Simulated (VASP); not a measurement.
# LiAg3Cl3 (Pm) in VASP: further runs, part 2 of 2

VASP 6.6.1.

## Step 3: Single point, PBE

Input file INCAR:

```
SYSTEM = LiAg3Cl3
ALGO = Normal ; EDIFF = 1E-7
ENCUT = 520 ; GGA = PE
ISIF = 2 ; ISMEAR = 0
LASPH = .TRUE. ; LCHARG = .FALSE.
LREAL = .FALSE. ; LWAVE = .FALSE.
NBANDS = 38 ; NELM = 80
PREC = Accurate ; SIGMA = 0.2
```

Input file KPOINTS:

```
k-points
0
G
  6 4 4
  0 0 0
```

Input file POSCAR:

```
LiAg3Cl3
1.0
    0.0000000000     -3.3824821000      0.0000000000
   -6.9152432000      0.0000000000      0.0000000000
    3.3698670000      0.0000000000     -6.1620175000
Li Ag Cl
1 3 3
Direct
    0.5000000000      0.4500870000      0.7780880000
    0.5000000000      0.0114720000      0.8896000000
    0.5000000000      0.3843510000      0.2969070000
    0.0000000000      0.0137290000      0.2281620000
    0.5000000000      0.6819840000      0.1559400000
    0.0000000000      0.1597600000      0.6754110000
    0.0000000000      0.6319160000      0.6424910000
```

Potentials or basis: VASP PAW PBE potentials, release 64 (Li_sv, Ag, Cl).

Started as:

```bash
$ cat potpaw_PBE.64/Li_sv/POTCAR potpaw_PBE.64/Ag/POTCAR potpaw_PBE.64/Cl/POTCAR > POTCAR
$ mpirun -np 1 vasp_std > vasp.out
```

OUTCAR:

```text
SYSTEM = LiAg3Cl3
   EDIFF = 1E-7
   ENCUT = 520
   GGA = PE
   ISIF = 2
   ISMEAR = 0
   LASPH = .TRUE.
   LREAL = .FALSE.
   NELM = 80
   PREC = Accurate

 ion  position               nearest neighbor table
   1  0.500  0.450  0.778-   5 2.35   6 2.45   6 2.45   7 2.55   7 2.55
   2  0.500  0.011  0.890-   6 2.77   6 2.77   3 2.78   7 2.90   7 2.90   4 2.91   4 2.91
   3  0.500  0.384  0.297-   5 2.68   7 2.77   7 2.77   2 2.78   4 2.91   4 2.91
   4  0.000  0.014  0.228-   5 2.70   5 2.70   6 2.80   3 2.91   3 2.91   2 2.91   2 2.91
   5  0.500  0.682  0.156-   1 2.35   3 2.68   4 2.70   4 2.70
   6  0.000  0.160  0.675-   1 2.45   1 2.45   2 2.77   2 2.77   4 2.80
   7  0.000  0.632  0.642-   1 2.55   1 2.55   3 2.77   3 2.77   2 2.90   2 2.90

  LATTYP: Found a simple monoclinic cell.
 ALAT       =     6.9152432000
 B/A-ratio  =     0.4891342216
 C/A-ratio  =     1.0156230070
 COS(beta)  =    -0.4798138413

  Lattice vectors:

 A1 = (  -6.9152432000,   0.0000000000,   0.0000000000)
 A2 = (   0.0000000000,   3.3824821000,   0.0000000000)
 A3 = (   3.3698670000,   0.0000000000,  -6.1620175000)

Analysis of symmetry for initial positions (statically):
=====================================================================
 Subroutine PRICEL returns:
 Original cell was already a primitive cell.

 Routine SETGRP: Setting up the symmetry group for a
 simple monoclinic supercell.

 Subroutine GETGRP returns: Found  2 space group operations
 (whereof  2 operations were pure point group operations)
 out of a pool of  4 trial point group operations.

The static configuration has the point symmetry C_1h.

Analysis of symmetry for dynamics (positions and initial velocities):
=====================================================================
 Subroutine PRICEL returns:
 Original cell was already a primitive cell.

 Routine SETGRP: Setting up the symmetry group for a
 simple monoclinic supercell.

 Subroutine GETGRP returns: Found  2 space group operations
 (whereof  2 operations were pure point group operations)
 out of a pool of  4 trial point group operations.
[... 136 lines left out ...]
   GGA     = PE    functional components
   LHFCALC =     F    Hartree Fock is set to
   AEXX    =    0.0000 exact exchange contribution
   IVDW    =     0    specifies the selected vdW correction
   LEPSILON=     F    determine dielectric tensor
   LRPA    =     F    only Hartree local field effects (RPA)
 non-spin polarized calculation
 Gauss-broadening in eV      SIGMA  =   0.20
  energy-cutoff  :      520.00
  volume of cell :      144.13
 maximum number of plane-waves:      3904
 NGX is ok and might be reduce to    28
   NGX = 13   NGY = 25   NGZ = 27

 number of electron      56.9999996 magnetization

 Free energy of the ion-electron system (eV)
  ---------------------------------------------------
  ext. energy  EPLUGINS =         0.00000000
  ---------------------------------------------------
  free energy    TOTEN  =       -20.29712016 eV

  energy without entropy =      -20.28216166  energy(sigma->0) =      -20.28964091

 E-fermi :   3.4693     XC(G=0):  -9.6361

 val. band max:        3.3675438321   @ k =   0.1667   0.5000   0.5000
 cond. band min:       3.6270200242   @ k =   0.3333   0.0000   0.2500
 fundamental gap:      0.2594761921
 Fermi energy:         3.4693463634

 k-point     1 :       0.0000    0.0000    0.0000
  band No.  band energies     occupation
      1     -41.5481      2.00000
      2     -11.6144      2.00000
      3     -11.2150      2.00000
      4     -11.1566      2.00000
      5      -1.5480      2.00000
      6      -1.3626      2.00000
[... 973 lines left out ...]
     37      11.0262      0.00000
     38      11.5563      0.00000

 [... further k-points ...]

------------------------ aborting loop because EDIFF is reached ----------------------------------------

  FORCE on cell =-STRESS in cart. coord.  units (eV):
  Direction    XX          YY          ZZ          XY          YZ          ZX
  --------------------------------------------------------------------------------------
  -------------------------------------------------------------------------------------
  Total       -0.0883435     -0.0973646     -0.0311679      0.0000000      0.0000000     -0.0200579
  in kB       -0.9820175     -1.0822954     -0.3464590      0.0000000      0.0000000     -0.2229621
  external PRESSURE =      -0.8035906 kB  Pullay stress =       0.0000000 kB

 VOLUME and BASIS-vectors are now :
 -----------------------------------------------------------------------------
  energy-cutoff  :      520.00
  volume of cell :      144.13
      direct lattice vectors                 reciprocal lattice vectors
     0.000000000 -3.382482100  0.000000000     0.000000000 -0.295640885  0.000000000
    -6.915243200  0.000000000  0.000000000    -0.144608074  0.000000000 -0.079082861
     3.369867000  0.000000000 -6.162017500     0.000000000  0.000000000 -0.162284512

 POSITION                                       TOTAL-FORCE (eV/Angst)
 -----------------------------------------------------------------------------------
     -0.49041     -1.69124     -4.79459         0.007018      0.000000      0.005698
      2.91850     -1.69124     -5.48173        -0.009801      0.000000      0.004714
     -1.65734     -1.69124     -1.82955        -0.001258      0.000000     -0.014192
      0.67394      0.00000     -1.40594         0.010797      0.000000      0.012345
     -4.19059     -1.69124     -0.96091        -0.021522      0.000000     -0.006491
      1.17127      0.00000     -4.16189         0.004298      0.000000     -0.021059
     -2.20474      0.00000     -3.95904         0.010468      0.000000      0.018987
 -----------------------------------------------------------------------------------
    total drift:                                0.000518     -0.000000      0.000483

  FREE ENERGIE OF THE ION-ELECTRON SYSTEM (eV)
  ---------------------------------------------------
  free  energy   TOTEN  =       -20.2971201579 eV

  energy  without entropy=      -20.2821616586  energy(sigma->0) =      -20.28964091
```

OSZICAR:

```text
N       E                     dE             d eps       ncg     rms          rms(c)
DAV:   1     0.401822168733E+03    0.40182E+03   -0.26808E+04  3040   0.141E+03
DAV:   2     0.912267950375E+01   -0.39270E+03   -0.37589E+03  3434   0.315E+02
DAV:   3    -0.200340911701E+02   -0.29157E+02   -0.28900E+02  3996   0.820E+01
DAV:   4    -0.217408257758E+02   -0.17067E+01   -0.17000E+01  5020   0.135E+01
DAV:   5    -0.217835076083E+02   -0.42682E-01   -0.42672E-01  3886   0.205E+00    0.944E+00
DAV:   6    -0.203412170794E+02    0.14423E+01   -0.32401E+00  3566   0.160E+01    0.672E+00
DAV:   7    -0.203168300328E+02    0.24387E-01   -0.13426E+00  3524   0.595E+00    0.397E+00
DAV:   8    -0.203011318029E+02    0.15698E-01   -0.10582E-01  3882   0.259E+00    0.129E+00
DAV:   9    -0.202964534701E+02    0.46783E-02   -0.19667E-02  3642   0.164E+00    0.158E-01
DAV:  10    -0.202968967409E+02   -0.44327E-03   -0.51652E-03  4220   0.436E-01    0.114E-01
DAV:  11    -0.202970694790E+02   -0.17274E-03   -0.49828E-04  3506   0.173E-01    0.451E-02
DAV:  12    -0.202971133292E+02   -0.43850E-04   -0.94541E-05  3542   0.874E-02    0.137E-02
DAV:  13    -0.202971189045E+02   -0.55753E-05   -0.19308E-05  3860   0.255E-02    0.818E-03
DAV:  14    -0.202971201040E+02   -0.11995E-05   -0.32577E-06  3582   0.117E-02    0.342E-03
DAV:  15    -0.202971201579E+02   -0.53885E-07   -0.41918E-07  3588   0.405E-03
   1 F= -.20297120E+02 E0= -.20289641E+02  d E =-.149585E-01
```

It took 2.1 min on 1 thread of Intel Xeon 6975P-C (Granite Rapids), shared host; peak memory 0.36 GiB.

Results:

```yaml
Free_energy: -20.2971 eV
Largest_force: 0.022 eV/Å
Band_gap_on_the_k_mesh: zero (an odd number of electrons rules out a gap without spin polarisation)
```

Forces in eV/Å, atoms in the order of the input:
```
Li   0.007  0.000  0.006
Ag  -0.010  0.000  0.005
Ag  -0.001  0.000 -0.014
Ag   0.011  0.000  0.012
Cl  -0.022  0.000 -0.006
Cl   0.004  0.000 -0.021
Cl   0.010  0.000  0.019
```

Caveat: the cutoff is under 1.25 times the usual one of these potentials, so pressure, stress and relaxed cells hold a basis-set (Pulay) error; an odd number of electrons without spin polarisation forces a metal; a magnetic or distorted state may lie lower.
